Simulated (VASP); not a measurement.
Os, 1 atom in the cell. Symmetry: Fm-3m, No. 225, cubic system. The conventional cell has a = 3.414 Å, b = 3.414 Å, c = 3.414 Å, α = 90.00°, β = 90.00°, γ = 90.00°. Within 3.2 Å of Os (site symmetry m-3m) lie 12 Os at 2.41 Å. This isn't the form of Os at room conditions, which is hcp.

* Program: VASP 6.6.1
* Task: single point
* Functional: PBE
* Potentials or basis: VASP PAW PBE potentials, release 64 (Os)
* Cutoff: 520 eV
* k mesh: 19 × 19 × 19
* Occupations: fermi-dirac, width 0.1 eV
* Spin: no spin polarisation
* Dipole correction: no
* Further INCAR settings: ALGO = Normal; EDIFF = 1e-06; NBANDS = 10

Potentials or basis: VASP PAW PBE potentials, release 64 (Os).

Run with:

```sh
$ cat potpaw_PBE.64/Os/POTCAR > POTCAR
$ mpirun -np 1 vasp_std > vasp.out
```

Hardware: 1 thread of AMD EPYC 9R45 96-Core Processor (Zen 5), on a shared host.

Question: Estimate the wall time of this run.

Answer: Wall time 12 s on 1 thread of AMD EPYC 9R45 96-Core Processor (Zen 5), on a shared host, peak memory 0.11 GiB. Counts: scf iterations 11, k points 220.
